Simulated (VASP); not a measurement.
# MnGa4 (Im-3m) in VASP: single point with LDA

Aim: the single point of MnGa4 with LDA.

Everything below comes from runs of VASP 6.6.1. Logs are shortened: lines on timing, memory, paths and dates and some standing lists are left out, and cuts for length are marked.

## (1) The cell of the first run

The structure is cubic, space group Im-3m (No. 229). The conventional cell has a = 5.449 Å, b = 5.449 Å, c = 5.449 Å, α = 90.00°, β = 90.00°, γ = 90.00°. Within 3.1 Å of Mn (site symmetry m-3m) lie 8 Ga at 2.36 Å. Within 3.1 Å of Ga (site symmetry -3m) lie 2 Mn at 2.36 Å and 6 Ga at 2.72 Å.

## (2) Single point, LDA, collinear spin, ferromagnetic start

INCAR reads:

```
PREC = Accurate ; ENCUT = 520
EDIFF = 1E-6 ; ISMEAR = 0
SIGMA = 0.1 ; LREAL = F
LASPH = T ; NELM = 150
ALGO = Normal ; ISIF = 2
LWAVE = F ; LCHARG = F
ISPIN = 2 ; MAGMOM = 0.46 0 0 0 0
LORBIT = 11 ; LMAXMIX = 4
NBANDS = 44
```

KPOINTS reads:

```
Automatic mesh
0
Gamma
  10 10 10
```

POSCAR reads:

```
MnGa4
1.0
   -2.7244200496      2.7244200496      2.7244200496
    2.7244200496     -2.7244200496      2.7244200496
    2.7244200496      2.7244200496     -2.7244200496
Mn Ga
1 4
Direct
    0.0000000000      0.0000000000      0.0000000000
    0.0000000000      0.0000000000      0.5000000000
    0.0000000000      0.5000000000      0.0000000000
    0.5000000000      0.0000000000      0.0000000000
    0.5000000000      0.5000000000      0.5000000000
```

Potentials or basis: VASP PAW LDA potentials, release 64 (Mn_pv, Ga_d).

Command:

```sh
$ cat potpaw_LDA.64/Mn_pv/POTCAR potpaw_LDA.64/Ga_d/POTCAR > POTCAR
$ mpirun -np 1 vasp_std > vasp.out
```

OUTCAR:

```text
PREC = Accurate
   ENCUT = 520
   EDIFF = 1E-6
   ISMEAR = 0
   LREAL = F
   LASPH = T
   NELM = 150
   ISIF = 2
   ISPIN = 2
   LORBIT = 11

 ion  position               nearest neighbor table
   1  0.000  0.000  0.000-   2 2.36   3 2.36   4 2.36   5 2.36   2 2.36   3 2.36   4 2.36   5 2.36

   2  0.000  0.000  0.500-   1 2.36   1 2.36   4 2.72   5 2.72   3 2.72   3 2.72   4 2.72   5 2.72

   3  0.000  0.500  0.000-   1 2.36   1 2.36   4 2.72   5 2.72   2 2.72   2 2.72   5 2.72   4 2.72

   4  0.500  0.000  0.000-   1 2.36   1 2.36   3 2.72   5 2.72   5 2.72   2 2.72   2 2.72   3 2.72

   5  0.500  0.500  0.500-   1 2.36   1 2.36   3 2.72   4 2.72   4 2.72   3 2.72   2 2.72   2 2.72

  LATTYP: Found a body centered cubic cell.
 ALAT       =     5.4488400992

  Lattice vectors:

 A1 = (  -2.7244200496,   2.7244200496,   2.7244200496)
 A2 = (   2.7244200496,  -2.7244200496,   2.7244200496)
 A3 = (   2.7244200496,   2.7244200496,  -2.7244200496)

Analysis of symmetry for initial positions (statically):
=====================================================================
 Subroutine PRICEL returns:
 Original cell was already a primitive cell.

 Routine SETGRP: Setting up the symmetry group for a
 body centered cubic supercell.

 Subroutine GETGRP returns: Found 48 space group operations
 (whereof 48 operations were pure point group operations)
 out of a pool of 48 trial point group operations.

The static configuration has the point symmetry O_h .

Analysis of symmetry for dynamics (positions and initial velocities):
=====================================================================
 Subroutine PRICEL returns:
 Original cell was already a primitive cell.

 Routine SETGRP: Setting up the symmetry group for a
 body centered cubic supercell.

 Subroutine GETGRP returns: Found 48 space group operations
 (whereof 48 operations were pure point group operations)
 out of a pool of 48 trial point group operations.

The dynamic configuration has the point symmetry O_h .

Analysis of structural, dynamic, and magnetic symmetry:
=====================================================================
 Subroutine PRICEL returns:
 Original cell was already a primitive cell.

 Routine SETGRP: Setting up the symmetry group for a
 body centered cubic supercell.

 Subroutine GETGRP returns: Found 48 space group operations
 (whereof 48 operations were pure point group operations)
 out of a pool of 48 trial point group operations.

The overall configuration has the point symmetry O_h .

 Subroutine INISYM returns: Found 48 space group operations
 (whereof 48 operations are pure point group operations),
 and found     1 'primitive' translations

----------------------------------------------------------------------------------------

                                     Primitive cell

  volume of cell :      80.8876

  direct lattice vectors                    reciprocal lattice vectors
    -2.724420050  2.724420050  2.724420050     0.000000000  0.183525297  0.183525297
     2.724420050 -2.724420050  2.724420050     0.183525297  0.000000000  0.183525297
     2.724420050  2.724420050 -2.724420050     0.183525297  0.183525297  0.000000000

  length of vectors
     4.718833947  4.718833947  4.718833947     0.259543965  0.259543965  0.259543965

  position of ions in fractional coordinates (direct lattice)
     0.000000000  0.000000000  0.000000000
     0.000000000  0.000000000  0.500000000
     0.000000000  0.500000000  0.000000000
     0.500000000  0.000000000  0.000000000
     0.500000000  0.500000000  0.500000000

  ion indices of the primitive-cell ions
   primitive index   ion index
                 1           1
                 2           2
                 3           3
                 4           4
                 5           5

----------------------------------------------------------------------------------------

 KPOINTS: Automatic mesh

Automatic generation of k-mesh.
 Grid dimensions read from file:
 generate k-points for:   10   10   10

 Generating k-lattice:

  Cartesian coordinates                     Fractional coordinates (reciprocal lattice)
     0.000000000  0.018352530  0.018352530     0.100000000  0.000000000  0.000000000
     0.018352530  0.000000000  0.018352530     0.000000000  0.100000000  0.000000000
     0.018352530  0.018352530  0.000000000     0.000000000  0.000000000  0.100000000

  Length of vectors
     0.025954396  0.025954396  0.025954396

  Shift w.r.t. Gamma in fractional coordinates (k-lattice)
     0.000000000  0.000000000  0.000000000

 Subroutine IBZKPT returns following result:
 ===========================================

 Found     47 irreducible k-points:

 Following reciprocal coordinates:
            Coordinates               Weight
  0.000000  0.000000  0.000000      1.000000
  0.100000  0.000000  0.000000     12.000000
  0.200000  0.000000  0.000000     12.000000
  0.300000  0.000000  0.000000     12.000000
  0.400000  0.000000  0.000000     12.000000
  0.500000  0.000000  0.000000      6.000000
[... 16 lines left out ...]
  0.300000  0.300000  0.100000      8.000000
 -0.300000  0.300000  0.100000     24.000000
 [... further k-points ...]
   k-points           NKPTS =     47   k-points in BZ     NKDIM =     47   number of bands    NBANDS=     44
   number of dos      NEDOS =    301   number of ions     NIONS =      5
   total plane-waves  NPLWV =  46656
   dimension x,y,z NGX =    36 NGY =   36 NGZ =   36
   dimension x,y,z NGXF=    72 NGYF=   72 NGZF=   72
   ions per type =               1   4
   NGX,Y,Z   is equivalent  to a cutoff of  12.68, 12.68, 12.68 a.u.
   NGXF,Y,Z  is equivalent  to a cutoff of  25.37, 25.37, 25.37 a.u.
 SYSTEM =  unknown system
   PREC   = accura    normal or accurate (medium, high low for compatibility)
   ISTART =      0    job   : 0-new  1-cont  2-samecut
   ICHARG =      2    charge: 1-file 2-atom 10-const
   ISPIN  =      2    spin polarized calculation?
   LNONCOLLINEAR =      F non collinear calculations
   LSORBIT =      F    spin-orbit coupling
   LASPH  =      T    aspherical Exc in radial PAW
   ENCUT  =  520.0 eV  38.22 Ry    6.18 a.u.   8.77  8.77  8.77*2*pi/ulx,y,z
   NELM   =    150;   NELMIN=  2; NELMDL= -5     # of ELM steps
   EDIFF  = 0.1E-05   stopping-criterion for ELM
   LREAL  =      F    real-space projection
   EDIFFG = 0.1E-04   stopping-criterion for IOM
   NSW    =      0    number of steps for IOM
   IBRION =     -1    ionic relax: 0-MD 1-quasi-New 2-CG
   NFREE  =      0    steps in history (QN), initial steepest desc. (CG)
   ISIF   =      2    stress and relaxation
   ISYM   =      2    0-nonsym 1-usesym 2-fastsym
   POTIM  = 0.5000    time-step for ionic-motion
   TEBEG  =    0.0;   TEEND  =   0.0 temperature during run
   PSTRESS=    0.0 pullay stress
   NELECT =      65.0000    total number of electrons
   NUPDOWN=      -1.0000    fix difference up-down
   EMIN   =  10.00;   EMAX   =-10.00  energy-range for DOS
   EFERMI =   0.00;   METHOD = LEGACY
   ISMEAR =     0;   SIGMA  =   0.10  broadening in eV -4-tet -1-fermi 0-gaus
   EFERMI_NEDOS =   21; number of points for ismear=-14 and -15
   IALGO  =     38    algorithm
   IMIX   =      4    mixing-type and parameters
     AMIX     =   0.40;   BMIX     =  1.00
     AMIX_MAG =   1.60;   BMIX_MAG =  1.00
  volume/ion in A,a.u.               =      16.18       109.17
  Fermi-wavevector in a.u.,A,eV,Ry     =   1.522014  2.876189 31.518244  2.316526
  Thomas-Fermi vector in A             =   2.630651
   LORBIT       =     11    0 simple, 1 ext, 2 COOP (PROOUT), +10 PAW based schemes
   GGA     = CA    functional components
   LHFCALC =     F    Hartree Fock is set to
   AEXX    =    0.0000 exact exchange contribution
   IVDW    =     0    specifies the selected vdW correction
   LEPSILON=     F    determine dielectric tensor
   LRPA    =     F    only Hartree local field effects (RPA)
 spin polarized calculation
 Gauss-broadening in eV      SIGMA  =   0.10
  energy-cutoff  :      520.00
  volume of cell :       80.89
 maximum number of plane-waves:      2214
   NGX = 17   NGY = 17   NGZ = 17

 number of electron      65.0000062 magnetization       0.3720323

 Free energy of the ion-electron system (eV)
  ---------------------------------------------------
  ext. energy  EPLUGINS =         0.00000000
  ---------------------------------------------------
  free energy    TOTEN  =       -25.56996428 eV

  energy without entropy =      -25.55756898  energy(sigma->0) =      -25.56376663

 E-fermi :   6.6008     XC(G=0): -11.8954

 val. band max:        6.5996025962   @ k =  -0.3000   0.5000   0.1000
 cond. band min:       6.6070113065   @ k =  -0.4000   0.5000   0.3000
 fundamental gap:      0.0074087104
 Fermi energy:         6.6007749580

 spin component 1

 k-point     1 :       0.0000    0.0000    0.0000
  band No.  band energies     occupation
      1     -41.2135      1.00000
      2     -41.2135      1.00000
      3     -41.2135      1.00000
      4      -8.9334      1.00000
      5      -8.9334      1.00000
      6      -8.8426      1.00000
[... 36 lines left out ...]
     43      14.4552      0.00000
     44      14.4552      0.00000

 k-point     2 :       0.1000    0.0000    0.0000
  band No.  band energies     occupation
      1     -41.2137      1.00000
      2     -41.2136      1.00000
      3     -41.2135      1.00000
      4      -8.9272      1.00000
      5      -8.9197      1.00000
      6      -8.8325      1.00000
[... 36 lines left out ...]
     43      13.9732      0.00000
     44      14.5838      0.00000

 k-point     3 :       0.2000    0.0000    0.0000
  band No.  band energies     occupation
      1     -41.2140      1.00000
      2     -41.2138      1.00000
      3     -41.2135      1.00000
      4      -8.9096      1.00000
      5      -8.8800      1.00000
      6      -8.8066      1.00000
[... 976 lines left out ...]
     43      12.8406      0.00000
     44      12.8406      0.00000

 k-point    24 :      -0.3000    0.3000    0.1000
  band No.  band energies     occupation
      1     -41.2145      1.00000
      2     -41.2141      1.00000
      3     -41.2137      1.00000
      4      -8.8915      1.00000
      5      -8.8067      1.00000
      6      -8.7818      1.00000
[... 36 lines left out ...]
     43      14.8058      0.00000
     44      15.5591      0.00000

 [... further k-points ...]

 spin component 2

 k-point     1 :       0.0000    0.0000    0.0000
  band No.  band energies     occupation
      1     -40.8405      1.00000
      2     -40.8405      1.00000
      3     -40.8405      1.00000
      4      -8.9346      1.00000
      5      -8.9346      1.00000
      6      -8.8432      1.00000
[... 36 lines left out ...]
     43      14.4622      0.00000
     44      14.4622      0.00000

 k-point     2 :       0.1000    0.0000    0.0000
  band No.  band energies     occupation
      1     -40.8407      1.00000
      2     -40.8406      1.00000
      3     -40.8405      1.00000
      4      -8.9284      1.00000
      5      -8.9209      1.00000
      6      -8.8331      1.00000
[... 36 lines left out ...]
     43      13.9889      0.00000
     44      14.5918      0.00000

 k-point     3 :       0.2000    0.0000    0.0000
  band No.  band energies     occupation
      1     -40.8411      1.00000
      2     -40.8408      1.00000
      3     -40.8405      1.00000
      4      -8.9108      1.00000
      5      -8.8811      1.00000
      6      -8.8074      1.00000
[... 976 lines left out ...]
     43      12.8810      0.00000
     44      12.8810      0.00000

 k-point    24 :      -0.3000    0.3000    0.1000
  band No.  band energies     occupation
      1     -40.8415      1.00000
      2     -40.8411      1.00000
      3     -40.8407      1.00000
      4      -8.8929      1.00000
      5      -8.8072      1.00000
      6      -8.7832      1.00000
[... 36 lines left out ...]
     43      14.8457      0.00000
     44      15.5689      0.00000

 [... further k-points ...]

------------------------ aborting loop because EDIFF is reached ----------------------------------------

  FORCE on cell =-STRESS in cart. coord.  units (eV):
  Direction    XX          YY          ZZ          XY          YZ          ZX
  --------------------------------------------------------------------------------------
  -------------------------------------------------------------------------------------
  Total        0.1778732      0.1778732      0.1778732      0.0000000      0.0000000     -0.0000000
  in kB        3.5232133      3.5232133      3.5232133      0.0000000      0.0000000     -0.0000000
  external PRESSURE =       3.5232133 kB  Pullay stress =       0.0000000 kB

 VOLUME and BASIS-vectors are now :
 -----------------------------------------------------------------------------
  energy-cutoff  :      520.00
  volume of cell :       80.89
      direct lattice vectors                 reciprocal lattice vectors
    -2.724420050  2.724420050  2.724420050     0.000000000  0.183525297  0.183525297
     2.724420050 -2.724420050  2.724420050     0.183525297  0.000000000  0.183525297
     2.724420050  2.724420050 -2.724420050     0.183525297  0.183525297  0.000000000

 POSITION                                       TOTAL-FORCE (eV/Angst)
 -----------------------------------------------------------------------------------
      0.00000      0.00000      0.00000         0.000000     -0.000000      0.000000
      1.36221      1.36221     -1.36221         0.000000     -0.000000     -0.000000
      1.36221     -1.36221      1.36221        -0.000000      0.000000     -0.000000
     -1.36221      1.36221      1.36221        -0.000000     -0.000000      0.000000
      1.36221      1.36221      1.36221         0.000000     -0.000000     -0.000000
 -----------------------------------------------------------------------------------
    total drift:                               -0.000000     -0.000000      0.000000

  FREE ENERGIE OF THE ION-ELECTRON SYSTEM (eV)
  ---------------------------------------------------
  free  energy   TOTEN  =       -25.5699642845 eV

  energy  without entropy=      -25.5575689824  energy(sigma->0) =      -25.56376663

 total charge

# of ion       s       p       d       tot
------------------------------------------
    1        0.351   6.389   5.395  12.135
    2        0.965   0.807   9.982  11.754
    3        0.965   0.807   9.982  11.754
    4        0.965   0.807   9.982  11.754
    5        0.965   0.807   9.982  11.754
--------------------------------------------------
tot          4.210   9.616  45.324  59.150

 magnetization (x)

# of ion       s       p       d       tot
------------------------------------------
    1        0.001   0.000   0.378   0.379
    2       -0.004  -0.003  -0.000  -0.007
    3       -0.004  -0.003  -0.000  -0.007
    4       -0.004  -0.003  -0.000  -0.007
    5       -0.004  -0.003  -0.000  -0.007
--------------------------------------------------
tot         -0.015  -0.011   0.377   0.351
```

Run time: 6.4 min. Hardware: 1 thread of Intel Xeon 8259CL, shared host; peak memory 0.35 GiB.

What came out:

```
Free energy                                           : -25.5700 eV
Pressure                                              : 0.4 GPa
Net moment                                            : 0.37 μB per cell
Site moments                                          : Mn +0.38; Ga -0.01 μB
Valence electrons inside the program's atomic spheres : Mn 12.13; Ga 11.75
```
